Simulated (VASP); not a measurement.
# HfMg2C2 (P-3m1) in VASP: further runs, part 2 of 2

VASP 6.6.1.

## Step 4: Relaxation of cell and atoms, PBE

Input file INCAR:

```
PREC = Accurate
ENCUT = 600
EDIFF = 1E-6
ISMEAR = 0
SIGMA = 0.1
LREAL = F
LASPH = T
NELM = 100
ALGO = Normal
ISIF = 3
LWAVE = F
LCHARG = F
GGA = PE
IBRION = 2
NSW = 90
EDIFFG = -0.04
```

Input file KPOINTS:

```
regular mesh
0
Gamma
  6 6 2
```

Input file POSCAR:

```
HfMg2C2
1.0
    3.2075563100      0.0000000000      0.0000000000
   -1.6037781600      2.7778252500      0.0000000000
    0.0000000000      0.0000000000      7.7072553800
Mg Hf C
2 1 2
Direct
    0.3333333300      0.6666666700      0.8427823600
    0.6666666700      0.3333333300      0.1572176400
    0.0000000000      0.0000000000      0.5000000000
    0.3333333300      0.6666666700      0.3230224000
    0.6666666700      0.3333333300      0.6769776000
```

Potentials or basis: VASP PAW PBE potentials, release 64 (Mg, Hf_pv, C).

On the command line:

```bash
cat potpaw_PBE.64/Mg/POTCAR potpaw_PBE.64/Hf_pv/POTCAR potpaw_PBE.64/C/POTCAR > POTCAR
mpirun -np 1 vasp_std > vasp.out
```

OUTCAR:

```text
PREC = Accurate
   ENCUT = 600
   EDIFF = 1E-6
   ISMEAR = 0
   LREAL = F
   LASPH = T
   NELM = 100
   ISIF = 3
   GGA = PE
   IBRION = 2
   NSW = 90
   EDIFFG = -0.04

 ion  position               nearest neighbor table
   1  0.333  0.667  0.843-   5 2.25   5 2.25   5 2.25   2 3.05   2 3.05   2 3.05   3 3.23   3 3.23
                             3 3.23
   2  0.667  0.333  0.157-   4 2.25   4 2.25   4 2.25   1 3.05   1 3.05   1 3.05   3 3.23   3 3.23
                             3 3.23
   3  0.000  0.000  0.500-   4 2.30   5 2.30   5 2.30   4 2.30   5 2.30   4 2.30   1 3.23   2 3.23
                             1 3.23   2 3.23   2 3.23   1 3.23
   4  0.333  0.667  0.323-   2 2.25   2 2.25   2 2.25   3 2.30   3 2.30   3 2.30
   5  0.667  0.333  0.677-   1 2.25   1 2.25   1 2.25   3 2.30   3 2.30   3 2.30

  LATTYP: Found a hexagonal cell.
 ALAT       =     3.2075563100
 C/A-ratio  =     2.4028433596

  Lattice vectors:

 A1 = (   3.2075563100,   0.0000000000,   0.0000000000)
 A2 = (  -1.6037781600,   2.7778252500,   0.0000000000)
 A3 = (   0.0000000000,   0.0000000000,   7.7072553800)

Analysis of symmetry for initial positions (statically):
=====================================================================
[... 163 lines left out ...]
 Free energy of the ion-electron system (eV)
  ---------------------------------------------------
  ext. energy  EPLUGINS =         0.00000000
  ---------------------------------------------------
  free energy    TOTEN  =       -31.02413102 eV

  energy without entropy =      -31.00757021  energy(sigma->0) =      -31.01585061

------------------------ aborting loop because EDIFF is reached ----------------------------------------

  FORCE on cell =-STRESS in cart. coord.  units (eV):
  Direction    XX          YY          ZZ          XY          YZ          ZX
  --------------------------------------------------------------------------------------
  -------------------------------------------------------------------------------------
  Total        3.7022470      3.7022470     -1.6263515     -0.0000000      0.0000000     -0.0000000
  in kB       86.3767794     86.3767795    -37.9442550     -0.0000002      0.0000000     -0.0000000
  external PRESSURE =      44.9364347 kB  Pullay stress =       0.0000000 kB
[... 299 lines left out ...]
--------------------------------------- Ionic step        9  -------------------------------------------

 number of electron      22.0000001 magnetization

 Free energy of the ion-electron system (eV)
  ---------------------------------------------------
  ext. energy  EPLUGINS =         0.00000000
  ---------------------------------------------------
  free energy    TOTEN  =       -31.54366492 eV

  energy without entropy =      -31.53131034  energy(sigma->0) =      -31.53748763

 E-fermi :   4.0934     XC(G=0): -10.2773

 val. band max:        4.0537455945   @ k =   0.1667  -0.0000   0.0000
 cond. band min:       4.1725280877   @ k =   0.1667   0.1667   0.0000
 fundamental gap:      0.1187824932
 Fermi energy:         4.0933556320

 k-point     1 :       0.0000    0.0000    0.0000
  band No.  band energies     occupation
      1     -25.9777      2.00000
      2     -25.7339      2.00000
      3     -25.7339      2.00000
      4      -7.4365      2.00000
      5      -5.4606      2.00000
      6      -1.4768      2.00000
      7       2.0977      2.00000
      8       2.0977      2.00000
      9       2.9571      2.00000
     10       3.2676      2.00000
     11       4.7908      0.00000
     12       4.7908      0.00000
     13       6.7963      0.00000
     14       6.7963      0.00000
[... 265 lines left out ...]
  FREE ENERGIE OF THE ION-ELECTRON SYSTEM (eV)
  ---------------------------------------------------
  free  energy   TOTEN  =       -31.5436649196 eV

  energy  without entropy=      -31.5313103351  energy(sigma->0) =      -31.53748763

 reached required accuracy - stopping structural energy minimisation
```

Wall time 1.9 min (1 thread of Intel Xeon Platinum 8488C (Sapphire Rapids), shared host); peak memory 0.24 GiB.

Results:

```
Free energy                            : -31.5437 eV
Relaxed volume                         : 14.56 Å³/atom
Relaxed cell                           : a = 3.400 Å, b = 3.400 Å, c = 7.273 Å, α = 90.00°, β = 90.00°, γ = 120.00°
Space group after relaxing (to 0.05 Å) : P-3m1 (No. 164)
Energy gained by relaxing              : 103.9 meV/atom
Ionic steps                            : 9
Pressure after relaxing                : 0.1 GPa
Largest force after relaxing           : 0.011 eV/Å
Band gap on the k mesh                 : zero (band 11 reaches 4.79 eV, above the bottom of band 12 at 4.05 eV)
```

Forces in eV/Å, atoms in the order of the input:
```
Mg   0.000  0.000 -0.011
Mg   0.000  0.000  0.011
Hf   0.000  0.000  0.000
C    0.000  0.000  0.005
C    0.000  0.000 -0.005
```

The path:
```
step  energy change (eV)  largest force (eV/Å)  pressure (GPa)  volume (Å³)
   1              0.0000                1.2281            4.49        68.67
   2             -0.3138                1.1500           -1.70        72.51
   3             -0.3879                0.8355           -6.54        76.23
   4             -0.3954                0.9297           -5.30        75.18
   5             -0.4978                0.4713            2.03        71.90
   6             -0.5044                0.3359            0.19        72.65
   7             -0.5045                0.3523            0.38        72.57
   8             -0.5183                0.0998            0.21        72.74
   9             -0.5195                0.0110            0.15        72.81
```

Final structure:
```xyz
5
Lattice="3.4000 0.0000 0.0000 -1.7000 2.9445 0.0000 0.0000 0.0000 7.2726" Properties=species:S:1:pos:R:3 pbc="T T T"
Mg    0.0000    1.9630    5.9412
Mg    1.7000    0.9815    1.3314
Hf    0.0000    0.0000    3.6363
C     0.0000    1.9630    2.3477
C     1.7000    0.9815    4.9249
```

Caveat: the k points lie up to 0.43 Å⁻¹ apart in the final cell; spin-orbit coupling is left out, which moves the levels of the heavy elements.

## Step 5: Single point, PBE

This run uses another cell than the first one, of 14.40 Å³/atom, 1.048 times its volume.

Input file INCAR:

```
PREC = Accurate
ENCUT = 520
EDIFF = 1E-7
ISMEAR = 0
SIGMA = 0.1
LREAL = False
LASPH = True
NELM = 100
ALGO = Normal
ISIF = 2
LWAVE = False
LCHARG = False
GGA = PE
NBANDS = 19
```

Input file KPOINTS:

```
Automatic mesh
0
Gamma
  12 12 6
```

Input file POSCAR:

```
HfMg2C2
1.0
    3.4220346654      0.0000000000      0.0000000000
   -1.7110173327      2.9635689528      0.0000000000
    0.0000000000      0.0000000000      7.0991051114
Mg Hf C
2 1 2
Direct
    0.3333333333      0.6666666667      0.8208447878
    0.6666666667      0.3333333333      0.1791552122
    0.0000000000      0.0000000000      0.5000000000
    0.3333333333      0.6666666667      0.3186468281
    0.6666666667      0.3333333333      0.6813531719
```

Potentials or basis: VASP PAW PBE potentials, release 64 (Mg, Hf_pv, C).

On the command line:

```bash
cat potpaw_PBE.64/Mg/POTCAR potpaw_PBE.64/Hf_pv/POTCAR potpaw_PBE.64/C/POTCAR > POTCAR
mpirun -np 1 vasp_std > vasp.out
```

OUTCAR:

```text
PREC = Accurate
   ENCUT = 520
   EDIFF = 1E-7
   ISMEAR = 0
   LREAL = False
   LASPH = True
   NELM = 100
   ISIF = 2
   GGA = PE

 ion  position               nearest neighbor table
   1  0.333  0.667  0.821-   5 2.21   5 2.21   5 2.21   3 3.02   3 3.02   3 3.02   2 3.22   2 3.22
                             2 3.22
   2  0.667  0.333  0.179-   4 2.21   4 2.21   4 2.21   3 3.02   3 3.02   3 3.02   1 3.22   1 3.22
                             1 3.22
   3  0.000  0.000  0.500-   4 2.36   5 2.36   4 2.36   5 2.36   5 2.36   4 2.36   1 3.02   2 3.02
                             1 3.02   2 3.02   1 3.02   2 3.02
   4  0.333  0.667  0.319-   2 2.21   2 2.21   2 2.21   3 2.36   3 2.36   3 2.36
   5  0.667  0.333  0.681-   1 2.21   1 2.21   1 2.21   3 2.36   3 2.36   3 2.36

  LATTYP: Found a hexagonal cell.
 ALAT       =     3.4220346654
 C/A-ratio  =     2.0745275269

  Lattice vectors:

 A1 = (   3.4220346654,   0.0000000000,   0.0000000000)
 A2 = (  -1.7110173327,   2.9635689528,   0.0000000000)
 A3 = (   0.0000000000,   0.0000000000,   7.0991051114)

Analysis of symmetry for initial positions (statically):
=====================================================================
 Subroutine PRICEL returns:
 Original cell was already a primitive cell.

 Routine SETGRP: Setting up the symmetry group for a
 hexagonal supercell.

 Subroutine GETGRP returns: Found 12 space group operations
 (whereof 12 operations were pure point group operations)
 out of a pool of 24 trial point group operations.

The static configuration has the point symmetry D_3d.

Analysis of symmetry for dynamics (positions and initial velocities):
=====================================================================
 Subroutine PRICEL returns:
 Original cell was already a primitive cell.

 Routine SETGRP: Setting up the symmetry group for a
 hexagonal supercell.

 Subroutine GETGRP returns: Found 12 space group operations
 (whereof 12 operations were pure point group operations)
 out of a pool of 24 trial point group operations.

The dynamic configuration has the point symmetry D_3d.

 Subroutine INISYM returns: Found 12 space group operations
 (whereof 12 operations are pure point group operations),
 and found     1 'primitive' translations

----------------------------------------------------------------------------------------

                                     Primitive cell

  volume of cell :      71.9951

  direct lattice vectors                    reciprocal lattice vectors
     3.422034665  0.000000000  0.000000000     0.292223808  0.168715494  0.000000000
    -1.711017333  2.963568953  0.000000000     0.000000000  0.337430988  0.000000000
     0.000000000  0.000000000  7.099105111     0.000000000  0.000000000  0.140862825

  length of vectors
     3.422034665  3.422034665  7.099105111     0.337430988  0.337430988  0.140862825

  position of ions in fractional coordinates (direct lattice)
     0.333333333  0.666666667  0.820844788
     0.666666667  0.333333333  0.179155212
     0.000000000  0.000000000  0.500000000
     0.333333333  0.666666667  0.318646828
     0.666666667  0.333333333  0.681353172

  ion indices of the primitive-cell ions
   primitive index   ion index
                 1           1
                 2           2
[... 23 lines left out ...]
     0.000000000  0.000000000  0.000000000

 Subroutine IBZKPT returns following result:
 ===========================================

 Found    100 irreducible k-points:

 Following reciprocal coordinates:
            Coordinates               Weight
  0.000000  0.000000  0.000000      1.000000
  0.083333  0.000000  0.000000      6.000000
  0.166667  0.000000  0.000000      6.000000
  0.250000  0.000000  0.000000      6.000000
  0.333333  0.000000  0.000000      6.000000
  0.416667  0.000000  0.000000      6.000000
[... 16 lines left out ...]
  0.166667  0.000000  0.166667      6.000000
  0.000000  0.166667  0.166667      6.000000
 [... further k-points ...]
   k-points           NKPTS =    100   k-points in BZ     NKDIM =    100   number of bands    NBANDS=     19
   number of dos      NEDOS =    301   number of ions     NIONS =      5
   total plane-waves  NPLWV =  42336
   dimension x,y,z NGX =    28 NGY =   28 NGZ =   54
   dimension x,y,z NGXF=    56 NGYF=   56 NGZF=  108
   ions per type =               2   1   2
   NGX,Y,Z   is equivalent  to a cutoff of  13.60, 13.60, 12.65 a.u.
   NGXF,Y,Z  is equivalent  to a cutoff of  27.21, 27.21, 25.29 a.u.
 SYSTEM =  unknown system
   PREC   = accura    normal or accurate (medium, high low for compatibility)
   ISTART =      0    job   : 0-new  1-cont  2-samecut
   ICHARG =      2    charge: 1-file 2-atom 10-const
   ISPIN  =      1    spin polarized calculation?
   LNONCOLLINEAR =      F non collinear calculations
   LSORBIT =      F    spin-orbit coupling
   LASPH  =      T    aspherical Exc in radial PAW
   ENCUT  =  520.0 eV  38.22 Ry    6.18 a.u.   6.36  6.36 13.20*2*pi/ulx,y,z
   NELM   =    100;   NELMIN=  2; NELMDL= -5     # of ELM steps
   EDIFF  = 0.1E-06   stopping-criterion for ELM
   LREAL  =      F    real-space projection
   EDIFFG = 0.1E-05   stopping-criterion for IOM
   NSW    =      0    number of steps for IOM
   IBRION =     -1    ionic relax: 0-MD 1-quasi-New 2-CG
   NFREE  =      0    steps in history (QN), initial steepest desc. (CG)
   ISIF   =      2    stress and relaxation
   ISYM   =      2    0-nonsym 1-usesym 2-fastsym
   POTIM  = 0.5000    time-step for ionic-motion
   TEBEG  =    0.0;   TEEND  =   0.0 temperature during run
   PSTRESS=    0.0 pullay stress
   NELECT =      22.0000    total number of electrons
   NUPDOWN=      -1.0000    fix difference up-down
   EMIN   =  10.00;   EMAX   =-10.00  energy-range for DOS
   EFERMI =   0.00;   METHOD = LEGACY
   ISMEAR =     0;   SIGMA  =   0.10  broadening in eV -4-tet -1-fermi 0-gaus
   EFERMI_NEDOS =   21; number of points for ismear=-14 and -15
   IALGO  =     38    algorithm
   IMIX   =      4    mixing-type and parameters
     AMIX     =   0.40;   BMIX     =  1.00
     AMIX_MAG =   1.60;   BMIX_MAG =  1.00
  volume/ion in A,a.u.               =      14.40        97.17
  Fermi-wavevector in a.u.,A,eV,Ry     =   1.102676  2.083756 16.543256  1.215895
  Thomas-Fermi vector in A             =   2.239123
   LORBIT       =      0    0 simple, 1 ext, 2 COOP (PROOUT), +10 PAW based schemes
   GGA     = PE    functional components
   LHFCALC =     F    Hartree Fock is set to
   AEXX    =    0.0000 exact exchange contribution
   IVDW    =     0    specifies the selected vdW correction
   LEPSILON=     F    determine dielectric tensor
   LRPA    =     F    only Hartree local field effects (RPA)
 non-spin polarized calculation
 Gauss-broadening in eV      SIGMA  =   0.10
  energy-cutoff  :      520.00
  volume of cell :       72.00
 maximum number of plane-waves:      1956
 NGX is ok and might be reduce to    28
   NGX = 13   NGY = 13   NGZ = 27

 number of electron      22.0000000 magnetization

 Free energy of the ion-electron system (eV)
  ---------------------------------------------------
  ext. energy  EPLUGINS =         0.00000000
  ---------------------------------------------------
  free energy    TOTEN  =       -31.59771885 eV

  energy without entropy =      -31.59468724  energy(sigma->0) =      -31.59620305

 E-fermi :   4.3426     XC(G=0): -10.3440

 val. band max:        4.3391204886   @ k =   0.4167   0.0000   0.3333
 cond. band min:       4.3719265313   @ k =   0.2500   0.0000   0.0000
 fundamental gap:      0.0328060427
 Fermi energy:         4.3426062341

 k-point     1 :       0.0000    0.0000    0.0000
  band No.  band energies     occupation
      1     -25.9423      2.00000
      2     -25.7140      2.00000
      3     -25.7140      2.00000
      4      -7.3618      2.00000
      5      -5.3666      2.00000
      6      -1.4211      2.00000
[... 505 lines left out ...]
      6      -0.7339      2.00000
[... 11 lines left out ...]
     18      11.6654      0.00000
     19      11.8334      0.00000

 [... further k-points ...]
[... 5 lines left out ...]
  --------------------------------------------------------------------------------------
  -------------------------------------------------------------------------------------
  Total       -0.1605608     -0.1605608     -0.2417091      0.0000000      0.0000000      0.0000000
  in kB       -3.5731162     -3.5731162     -5.3789869      0.0000000      0.0000000      0.0000000
  external PRESSURE =      -4.1750731 kB  Pullay stress =       0.0000000 kB

 VOLUME and BASIS-vectors are now :
 -----------------------------------------------------------------------------
  energy-cutoff  :      520.00
  volume of cell :       72.00
      direct lattice vectors                 reciprocal lattice vectors
     3.422034665  0.000000000  0.000000000     0.292223808  0.168715494  0.000000000
    -1.711017333  2.963568953  0.000000000     0.000000000  0.337430988  0.000000000
     0.000000000  0.000000000  7.099105111     0.000000000  0.000000000  0.140862825

 POSITION                                       TOTAL-FORCE (eV/Angst)
 -----------------------------------------------------------------------------------
     -0.00000      1.97571      5.82726         0.000000      0.000000     -0.013191
      1.71102      0.98786      1.27184        -0.000000     -0.000000      0.013191
      0.00000      0.00000      3.54955         0.000000      0.000000      0.000000
     -0.00000      1.97571      2.26211         0.000000     -0.000000      0.030792
      1.71102      0.98786      4.83700        -0.000000      0.000000     -0.030792
 -----------------------------------------------------------------------------------
    total drift:                                0.000000     -0.000000     -0.000000

  FREE ENERGIE OF THE ION-ELECTRON SYSTEM (eV)
  ---------------------------------------------------
  free  energy   TOTEN  =       -31.5977188516 eV

  energy  without entropy=      -31.5946872386  energy(sigma->0) =      -31.59620305
```

Run time: 1.9 min. Hardware: 1 thread of Intel Xeon Platinum 8488C (Sapphire Rapids), shared host; peak memory 0.3 GiB.

What came out:

| Quantity | Value |
| --- | --- |
| Free energy | -31.5977 eV |
| Pressure | -0.4 GPa |
| Largest force | 0.031 eV/Å |
| Band gap on the k mesh | zero (band 11 reaches 4.79 eV, above the bottom of band 12 at 4.11 eV) |

Forces in eV/Å, atoms in the order of the input:
```
Mg   0.000  0.000 -0.013
Mg   0.000  0.000  0.013
Hf   0.000  0.000  0.000
C    0.000  0.000  0.031
C    0.000  0.000 -0.031
```

Caveat: spin-orbit coupling is left out, which moves the levels of the heavy elements.

## Step 6: Overview

| task | cell | k mesh | cutoff (eV) | gap on the mesh (eV) | pressure (GPa) | largest force (eV/Å) |
| --- | --- | --- | --- | --- | --- | --- |
| single point | a = 3.208, b = 3.208, c = 7.707 Å, angles 90.0, 90.0, 120.0°, 5 atoms | 6 × 6 × 2 | 520 | none | 4.6 | 1.23 |
| single point | a = 3.371, b = 3.371, c = 7.630 Å, angles 90.0, 90.0, 120.0°, 5 atoms | 6 × 6 × 2 | 520 | none | -0.4 | 0.03 |
| relaxation of cell and atoms | relaxed from a = 3.208, b = 3.208, c = 7.707 Å, angles 90.0, 90.0, 120.0°, 5 atoms | 6 × 6 × 2 | 600 | none | 0.1 | 0.01 |
| single point | a = 3.422, b = 3.422, c = 7.099 Å, angles 90.0, 90.0, 120.0°, 5 atoms | 12 × 12 × 6 | 520 | none | -0.4 | 0.03 |

Alike in all rows: level PBE; potentials or basis VASP PAW PBE potentials, release 64 (Mg, Hf_pv, C); no spin polarisation; smearing gaussian 0.1 eV.

Caveats: some runs use coarse meshes; spin-orbit coupling is left out, which moves the levels of the heavy elements; forces of over 1 eV/Å act on the atoms, so gaps and moduli don't describe the material at rest (some runs).

Absolute energies hang on the potentials; compare differences alone.
